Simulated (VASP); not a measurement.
# Li in VASP: further runs

The runs below take Li through single point, with PBEsol.

All numbers are computed with VASP 6.6.1; they aren't measurements. Logs are shortened: lines on timing, memory, paths and dates and some standing lists are left out, and cuts for length are marked.

## Step 1: The cell of the first run

It takes space group P6_3/mmc (No. 194, hexagonal). The conventional cell has a = 3.173 Å, b = 3.173 Å, c = 5.093 Å, α = 90.00°, β = 90.00°, γ = 120.00°. Within 4.1 Å of Li (site symmetry -6m2) lie 12 Li at 3.14 to 3.17 Å.

## Step 2: Single point, PBEsol (equal xx and yy strain of +2 %)

INCAR

```
SYSTEM = Li
  PREC = Accurate
  ENCUT = 520
  EDIFF = 1E-6
  ISMEAR = -1
  SIGMA = 0.08
  LREAL = .FALSE.
  LASPH = .TRUE.
  NELM = 100
  ALGO = Normal
  ISIF = 2
  LWAVE = .FALSE.
  LCHARG = .FALSE.
  GGA = PS
  NBANDS = 10
```

KPOINTS

```
regular mesh
0
G
  15 15 8
  0 0 0
```

POSCAR

```
Li
1.0
    3.1732221946      0.0000000000      0.0000000000
   -1.5866110973      2.7480910324      0.0000000000
    0.0000000000      0.0000000000      5.0930000000
Li
2
Direct
    0.3333333333      0.6666666667      0.2500000000
    0.6666666667      0.3333333333      0.7500000000
```

Potentials or basis: VASP PAW PBE potentials, release 64 (Li_sv).

Launch:

```bash
cat potpaw_PBE.64/Li_sv/POTCAR > POTCAR
mpirun -np 1 vasp_std > vasp.out
```

OUTCAR:

```text
SYSTEM = Li
   PREC = Accurate
   ENCUT = 520
   EDIFF = 1E-6
   ISMEAR = -1
   LREAL = .FALSE.
   LASPH = .TRUE.
   NELM = 100
   ISIF = 2
   GGA = PS

 ion  position               nearest neighbor table
   1  0.333  0.667  0.250-
   2  0.667  0.333  0.750-

  LATTYP: Found a hexagonal cell.
 ALAT       =     3.1732221946
 C/A-ratio  =     1.6049931860

  Lattice vectors:

 A1 = (   3.1732221946,   0.0000000000,   0.0000000000)
 A2 = (  -1.5866110973,   2.7480910324,   0.0000000000)
 A3 = (   0.0000000000,   0.0000000000,   5.0930000000)

Analysis of symmetry for initial positions (statically):
=====================================================================
 Subroutine PRICEL returns:
 Original cell was already a primitive cell.

 Routine SETGRP: Setting up the symmetry group for a
 hexagonal supercell.

 Subroutine GETGRP returns: Found 24 space group operations
 (whereof 12 operations were pure point group operations)
 out of a pool of 24 trial point group operations.

The static configuration has the point symmetry D_3d.
 The point group associated with its full space group is D_6h.

Analysis of symmetry for dynamics (positions and initial velocities):
=====================================================================
 Subroutine PRICEL returns:
 Original cell was already a primitive cell.

 Routine SETGRP: Setting up the symmetry group for a
 hexagonal supercell.

 Subroutine GETGRP returns: Found 24 space group operations
 (whereof 12 operations were pure point group operations)
 out of a pool of 24 trial point group operations.

The dynamic configuration has the point symmetry D_3d.
 The point group associated with its full space group is D_6h.

 Subroutine INISYM returns: Found 24 space group operations
 (whereof 12 operations are pure point group operations),
 and found     1 'primitive' translations

----------------------------------------------------------------------------------------

                                     Primitive cell

  volume of cell :      44.4125

  direct lattice vectors                    reciprocal lattice vectors
     3.173222195  0.000000000  0.000000000     0.315137087  0.181944482  0.000000000
    -1.586611097  2.748091032  0.000000000     0.000000000  0.363888964  0.000000000
     0.000000000  0.000000000  5.093000000     0.000000000  0.000000000  0.196347929

  length of vectors
     3.173222195  3.173222195  5.093000000     0.363888964  0.363888964  0.196347929

  position of ions in fractional coordinates (direct lattice)
     0.333333333  0.666666667  0.250000000
     0.666666667  0.333333333  0.750000000

  ion indices of the primitive-cell ions
   primitive index   ion index
                 1           1
                 2           2

----------------------------------------------------------------------------------------

 KPOINTS: regular mesh

Automatic generation of k-mesh.
 Grid dimensions read from file:
 generate k-points for:   15   15    8

 Generating k-lattice:

  Cartesian coordinates                     Fractional coordinates (reciprocal lattice)
     0.021009139  0.012129632  0.000000000     0.066666667 -0.000000000  0.000000000
     0.000000000  0.024259264  0.000000000     0.000000000  0.066666667  0.000000000
     0.000000000  0.000000000  0.024543491     0.000000000  0.000000000  0.125000000

  Length of vectors
     0.024259264  0.024259264  0.024543491

  Shift w.r.t. Gamma in fractional coordinates (k-lattice)
     0.000000000  0.000000000  0.000000000

 Subroutine IBZKPT returns following result:
 ===========================================

 Found    135 irreducible k-points:

 Following reciprocal coordinates:
            Coordinates               Weight
  0.000000  0.000000  0.000000      1.000000
  0.066667  0.000000  0.000000      6.000000
  0.133333  0.000000  0.000000      6.000000
  0.200000  0.000000  0.000000      6.000000
  0.266667  0.000000  0.000000      6.000000
  0.333333  0.000000  0.000000      6.000000
[... 16 lines left out ...]
  0.333333  0.200000  0.000000     12.000000
  0.400000  0.200000  0.000000      6.000000
 [... further k-points ...]
   k-points           NKPTS =    135   k-points in BZ     NKDIM =    135   number of bands    NBANDS=     10
   number of dos      NEDOS =    301   number of ions     NIONS =      2
   total plane-waves  NPLWV =  23040
   dimension x,y,z NGX =    24 NGY =   24 NGZ =   40
   dimension x,y,z NGXF=    48 NGYF=   48 NGZF=   80
   ions per type =               2
   NGX,Y,Z   is equivalent  to a cutoff of  12.57, 12.57, 13.06 a.u.
   NGXF,Y,Z  is equivalent  to a cutoff of  25.15, 25.15, 26.11 a.u.
 SYSTEM =  Li
   PREC   = accura    normal or accurate (medium, high low for compatibility)
   ISTART =      0    job   : 0-new  1-cont  2-samecut
   ICHARG =      2    charge: 1-file 2-atom 10-const
   ISPIN  =      1    spin polarized calculation?
   LNONCOLLINEAR =      F non collinear calculations
   LSORBIT =      F    spin-orbit coupling
   LASPH  =      T    aspherical Exc in radial PAW
   ENCUT  =  520.0 eV  38.22 Ry    6.18 a.u.   5.90  5.90  9.47*2*pi/ulx,y,z
   NELM   =    100;   NELMIN=  2; NELMDL= -5     # of ELM steps
   EDIFF  = 0.1E-05   stopping-criterion for ELM
   LREAL  =      F    real-space projection
   EDIFFG = 0.1E-04   stopping-criterion for IOM
   NSW    =      0    number of steps for IOM
   IBRION =     -1    ionic relax: 0-MD 1-quasi-New 2-CG
   NFREE  =      0    steps in history (QN), initial steepest desc. (CG)
   ISIF   =      2    stress and relaxation
   ISYM   =      2    0-nonsym 1-usesym 2-fastsym
   POTIM  = 0.5000    time-step for ionic-motion
   TEBEG  =    0.0;   TEEND  =   0.0 temperature during run
   PSTRESS=    0.0 pullay stress
   NELECT =       6.0000    total number of electrons
   NUPDOWN=      -1.0000    fix difference up-down
   EMIN   =  10.00;   EMAX   =-10.00  energy-range for DOS
   EFERMI =   0.00;   METHOD = LEGACY
   ISMEAR =    -1;   SIGMA  =   0.08  broadening in eV -4-tet -1-fermi 0-gaus
   EFERMI_NEDOS =   21; number of points for ismear=-14 and -15
   IALGO  =     38    algorithm
   IMIX   =      4    mixing-type and parameters
     AMIX     =   0.40;   BMIX     =  1.00
     AMIX_MAG =   1.60;   BMIX_MAG =  1.00
  volume/ion in A,a.u.               =      22.21       149.86
  Fermi-wavevector in a.u.,A,eV,Ry     =   0.840021  1.587410  9.600751  0.705635
  Thomas-Fermi vector in A             =   1.954335
   LORBIT       =      0    0 simple, 1 ext, 2 COOP (PROOUT), +10 PAW based schemes
   GGA     = PS    functional components
   LHFCALC =     F    Hartree Fock is set to
   AEXX    =    0.0000 exact exchange contribution
   IVDW    =     0    specifies the selected vdW correction
   LEPSILON=     F    determine dielectric tensor
   LRPA    =     F    only Hartree local field effects (RPA)
 non-spin polarized calculation
  energy-cutoff  :      520.00
  volume of cell :       44.41
 maximum number of plane-waves:      1210
 NGX is ok and might be reduce to    24
   NGX = 11   NGY = 11   NGZ = 19

 number of electron       6.0000014 magnetization

 Free energy of the ion-electron system (eV)
  ---------------------------------------------------
  ext. energy  EPLUGINS =         0.00000000
  ---------------------------------------------------
  free energy    TOTEN  =        -3.93030476 eV

  energy without entropy =       -3.90849934  energy(sigma->0) =       -3.91940205

 E-fermi :   0.3816     XC(G=0):  -6.7989

 val. band max:        0.3536722836   @ k =   0.4000   0.0667   0.3750
 cond. band min:       0.3856576216   @ k =   0.4000   0.0000   0.5000
 fundamental gap:      0.0319853380
 Fermi energy:         0.3815564219

 k-point     1 :       0.0000    0.0000    0.0000
  band No.  band energies     occupation
      1     -45.6888      2.00000
      2     -45.6747      2.00000
      3      -3.0512      2.00000
      4       0.4930      0.39794
      5       3.1667      0.00000
      6      11.8991      0.00000
      7      11.8992      0.00000
      8      13.2549      0.00000
      9      13.2550      0.00000
     10      14.2442      0.00000

 k-point     2 :       0.0667    0.0000    0.0000
  band No.  band energies     occupation
      1     -45.6884      2.00000
      2     -45.6746      2.00000
      3      -2.9838      2.00000
      4       0.5796      0.15511
      5       3.1947      0.00000
      6      11.1728      0.00000
      7      11.3991      0.00000
      8      13.2451      0.00000
      9      13.5890      0.00000
     10      14.1371      0.00000

 k-point     3 :       0.1333    0.0000    0.0000
  band No.  band energies     occupation
      1     -45.6869      2.00000
      2     -45.6739      2.00000
      3      -2.7812      2.00000
      4       0.8394      0.00651
      5       3.2747      0.00000
      6       9.6948      0.00000
      7      10.5828      0.00000
      8      13.1749      0.00000
      9      13.6448      0.00000
     10      13.7622      0.00000

 k-point     4 :       0.2000    0.0000    0.0000
  band No.  band energies     occupation
      1     -45.6848      2.00000
      2     -45.6732      2.00000
      3      -2.4435      2.00000
      4       1.2716      0.00003
      5       3.3782      0.00000
      6       8.1353      0.00000
      7       9.8194      0.00000
      8      12.4484      0.00000
      9      12.5381      0.00000
     10      13.2017      0.00000

 k-point     5 :       0.2667    0.0000    0.0000
  band No.  band energies     occupation
      1     -45.6824      2.00000
      2     -45.6724      2.00000
      3      -1.9714      2.00000
      4       1.8745      0.00000
      5       3.4103      0.00000
      6       6.8012      0.00000
      7       9.1818      0.00000
      8      10.8165      0.00000
      9      11.1002      0.00000
     10      13.0713      0.00000

 k-point     6 :       0.3333    0.0000    0.0000
  band No.  band energies     occupation
      1     -45.6798      2.00000
      2     -45.6718      2.00000
      3      -1.3683      2.00000
      4       2.6441      0.00000
      5       3.1201      0.00000
      6       6.0169      0.00000
      7       8.6935      0.00000
      8       9.1460      0.00000
      9       9.7883      0.00000
     10      12.6886      0.00000
[... 183 lines left out ...]
 k-point    21 :       0.2000    0.2000    0.0000
  band No.  band energies     occupation
      1     -45.6792      2.00000
      2     -45.6717      2.00000
      3      -1.2238      2.00000
      4       2.8163      0.00000
      5       3.5656      0.00000
      6       5.4005      0.00000
      7       7.1151      0.00000
      8       9.9172      0.00000
      9      11.0625      0.00000
     10      11.5534      0.00000

 k-point    22 :       0.2667    0.2000    0.0000
  band No.  band energies     occupation
      1     -45.6770      2.00000
      2     -45.6714      2.00000
      3      -0.5488      1.99998
      4       3.2837      0.00000
      5       3.6612      0.00000
      6       4.5624      0.00000
      7       6.6815      0.00000
      8       8.6816      0.00000
      9      10.4050      0.00000
     10      10.7266      0.00000

 k-point    23 :       0.3333    0.2000    0.0000
  band No.  band energies     occupation
      1     -45.6753      2.00000
      2     -45.6716      2.00000
      3       0.2349      1.72431
      4       2.4137      0.00000
      5       4.3858      0.00000
      6       4.6398      0.00000
      7       6.4386      0.00000
      8       7.3431      0.00000
      9       9.9084      0.00000
     10      10.3329      0.00000

 k-point    24 :       0.4000    0.2000    0.0000
  band No.  band energies     occupation
      1     -45.6745      2.00000
      2     -45.6718      2.00000
      3       0.8415      0.00635
      4       1.7217      0.00000
      5       4.3892      0.00000
      6       5.4119      0.00000
      7       6.3579      0.00000
      8       6.4360      0.00000
      9       9.7292      0.00000
     10      10.2155      0.00000

 [... further k-points ...]
[... 5 lines left out ...]
  --------------------------------------------------------------------------------------
  -------------------------------------------------------------------------------------
  Total       -0.3533081     -0.3533081     -0.2632798     -0.0000000     -0.0000000      0.0000000
  in kB      -12.7455587    -12.7455587     -9.4977964     -0.0000000     -0.0000000      0.0000000
  external PRESSURE =     -11.6629712 kB  Pullay stress =       0.0000000 kB

 VOLUME and BASIS-vectors are now :
 -----------------------------------------------------------------------------
  energy-cutoff  :      520.00
  volume of cell :       44.41
      direct lattice vectors                 reciprocal lattice vectors
     3.173222195  0.000000000  0.000000000     0.315137087  0.181944482  0.000000000
    -1.586611097  2.748091032  0.000000000     0.000000000  0.363888964  0.000000000
     0.000000000  0.000000000  5.093000000     0.000000000  0.000000000  0.196347929

 POSITION                                       TOTAL-FORCE (eV/Angst)
 -----------------------------------------------------------------------------------
     -0.00000      1.83206      1.27325         0.000000      0.000000      0.000000
      1.58661      0.91603      3.81975        -0.000000     -0.000000      0.000000
 -----------------------------------------------------------------------------------
    total drift:                               -0.000000      0.000000     -0.000000

  FREE ENERGIE OF THE ION-ELECTRON SYSTEM (eV)
  ---------------------------------------------------
  free  energy   TOTEN  =        -3.9303047648 eV

  energy  without entropy=       -3.9084993440  energy(sigma->0) =       -3.91940205
```

Run time: 46 s. Hardware: 1 thread of Intel Xeon 8259CL, shared host; peak memory 0.18 GiB.

Results:

* Free energy: -3.9303 eV
* Band gap on the k mesh: zero (band 3 reaches 2.40 eV, above the bottom of band 4 at -1.95 eV)

Caveat: the cell differs from its parent crystal (equal xx and yy strain of +2 %); the cutoff is under 1.25 times the usual one of these potentials, so pressure, stress and relaxed cells hold a basis-set (Pulay) error; the PAW data sets were made with another functional, which shifts forces and pressure a little.

## Step 3: Single point, PBEsol (equal xx and yy strain of +3 %)

INCAR

```
SYSTEM = Li
  PREC = Accurate
  ENCUT = 520
  EDIFF = 1E-6
  ISMEAR = -1
  SIGMA = 0.08
  LREAL = .False.
  LASPH = .True.
  NELM = 100
  ALGO = Normal
  ISIF = 2
  LWAVE = .False.
  LCHARG = .False.
  GGA = PS
  NBANDS = 10
```

KPOINTS

```
Automatic mesh
0
Gamma
  15 15 8
  0 0 0
```

POSCAR

```
Li
1.0
    3.2043322162      0.0000000000      0.0000000000
   -1.6021661081      2.7750331013      0.0000000000
    0.0000000000      0.0000000000      5.0930000000
Li
2
Direct
    0.3333333333      0.6666666667      0.2500000000
    0.6666666667      0.3333333333      0.7500000000
```

Potentials or basis: VASP PAW PBE potentials, release 64 (Li_sv).

Launch:

```bash
cat potpaw_PBE.64/Li_sv/POTCAR > POTCAR
mpirun -np 1 vasp_std > vasp.out
```

Run time: 41 s. Hardware: 1 thread of Intel Xeon 8259CL, shared host; peak memory 0.18 GiB.

Results (log left out):

| Quantity | Value |
| --- | --- |
| Free energy | -3.9233 eV |
| Band gap on the k mesh | zero (band 3 reaches 2.30 eV, above the bottom of band 4 at -1.97 eV) |

Levels at points of the mesh, in eV from the Fermi level:
```
           k point  band 1  band 2  band 3  band 4  band 5  band 6  band 7
(0.00, 0.00, 0.00)  -46.10  -46.09   -3.41    0.17    2.80   11.26   11.26
(0.00, 0.00, 0.50)  -46.10  -46.10   -2.30   -2.30    7.79    7.79   12.16
```

Caveat: the cell differs from its parent crystal (equal xx and yy strain of +3 %); the cutoff is under 1.25 times the usual one of these potentials, so pressure, stress and relaxed cells hold a basis-set (Pulay) error; the PAW data sets were made with another functional, which shifts forces and pressure a little.

## Step 4: Single point, PBEsol (equal xy, yz and zx shear strains of +1 %)

INCAR

```
SYSTEM = Li
ALGO     = Normal         ! electronic algorithm
EDIFF    = 1E-6           ! SCF threshold, eV
ENCUT    = 520            ! plane-wave cutoff, eV
GGA      = PS             ! functional
ISIF     = 2              ! what is computed and relaxed
ISMEAR   = -1             ! smearing method
LASPH    = .True.         ! aspherical terms in the spheres
LCHARG   = .True.         ! write CHGCAR
LELF     = .True.         ! ELF
LREAL    = .False.        ! projectors in reciprocal space
LVHAR    = .True.       
LWAVE    = .False.        ! write WAVECAR
NBANDS   = 10             ! bands
NELM     = 80             ! most SCF steps
PREC     = Accurate       ! precision mode
SIGMA    = 0.08           ! smearing width, eV
```

KPOINTS

```
k-points
0
Gamma
  15 15 8
  0 0 0
```

POSCAR

```
Li
1.0
    3.1110021516      0.0155550108      0.0155550108
   -1.5420300413      2.6864293891      0.0056935291
    0.0254650000      0.0254650000      5.0930000000
Li
2
Direct
    0.3333333333      0.6666666667      0.2500000000
    0.6666666667      0.3333333333      0.7500000000
```

Launch:

```bash
cat potpaw_PBE.64/Li_sv/POTCAR > POTCAR
mpirun -np 1 vasp_std > vasp.out
```

It took 4.3 min on 1 thread of Intel Xeon 8259CL, shared host; peak memory 0.38 GiB.

It converged, with:

```
Free energy            : -3.9397 eV
Largest force          : 0.003 eV/Å
Band gap on the k mesh : zero (band 3 reaches 2.56 eV, above the bottom of band 4 at -1.91 eV)
```

Forces on the atoms (eV/Å):
```
Li  -0.003  0.000  0.000
Li   0.003  0.000  0.000
```

Levels at points of the mesh, in eV from the Fermi level:
```
           k point  band 1  band 2  band 3  band 4  band 5  band 6  band 7  band 8
(0.00, 0.00, 0.00)  -46.00  -45.99   -3.49   -0.01    2.75   11.99   12.13   13.33
(0.00, 0.00, 0.50)  -45.99  -45.99   -2.40   -2.40    7.66    7.66   12.81   12.89
```

Caveat: the cell differs from its parent crystal (equal xy, yz and zx shear strains of +1 %); the cutoff is under 1.25 times the usual one of these potentials, so pressure, stress and relaxed cells hold a basis-set (Pulay) error; the PAW data sets were made with another functional, which shifts forces and pressure a little.

## Step 5: Overview

| cell | gap on the mesh (eV) |
| --- | --- |
| a = 3.173, b = 3.173, c = 5.093 Å, angles 90.0, 90.0, 120.0°, 2 atoms | none |
| a = 3.204, b = 3.204, c = 5.093 Å, angles 90.0, 90.0, 120.0°, 2 atoms | none |
| a = 3.111, b = 3.098, c = 5.093 Å, angles 89.8, 89.4, 119.6°, 2 atoms | none |

Alike in all rows: task single point; level PBEsol; potentials or basis VASP PAW PBE potentials, release 64 (Li_sv); no spin polarisation; k mesh 15 × 15 × 8; cutoff (eV) 520; smearing fermi-dirac 0.08 eV.

Caveats: the cutoff is under 1.25 times the usual one of these potentials, so pressure, stress and relaxed cells hold a basis-set (Pulay) error; the PAW data sets were made with another functional, which shifts forces and pressure a little.

Absolute energies hang on the potentials; compare differences alone.
